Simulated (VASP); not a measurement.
Sc3Ru:

```
CELL_PARAMETERS angstrom
4.10720 0.00000 0.00000
0.00000 4.10720 0.00000
0.00000 0.00000 4.10720
ATOMIC_POSITIONS crystal
Sc 0.00000 0.50000 0.50000
Sc 0.50000 0.00000 0.50000
Sc 0.50000 0.50000 0.00000
Ru 0.00000 0.00000 0.00000
```

| Item | Value |
| --- | --- |
| Program | VASP 6.6.1 |
| Task | relaxation of cell and atoms |
| Functional | PBE |
| Potentials or basis | VASP PAW PBE potentials, release 64 (Sc_sv, Ru_pv) |
| Cutoff | 600 eV |
| k mesh | 4 × 4 × 4 |
| Occupations | gaussian, width 0.1 eV |
| Spin | no spin polarisation |

At the start: pressure 15.3 GPa; volume 17.32 Å³/atom.

**Question.** How do energy, volume and symmetry change on relaxing?

**Answer.** Over 3 steps the energy falls by 107.1 meV/atom and the volume is 19.84 Å³/atom (+14.5 %); space group Pm-3m (No. 221, to 0.1 Å) before and after.

The path:
```
step  energy change (eV)  largest force (eV/Å)  pressure (GPa)  volume (Å³)
   1              0.0000                0.0000           15.26        69.28
   2             -0.2436                0.0000           -6.94        87.17
   3             -0.4284                0.0000           -0.06        79.35
```

Final structure:
```
Sc Ru
1.0
     4.29711    0.00000    0.00000
     0.00000    4.29711    0.00000
     0.00000    0.00000    4.29711
Sc Ru
3 1
Direct
  0.00000 0.50000 0.50000
  0.50000 0.00000 0.50000
  0.50000 0.50000 0.00000
  0.00000 0.00000 0.00000
```

Caveat: the k points lie up to 0.37 Å⁻¹ apart in the final cell, too coarse for converged energies and pressures of a metal.
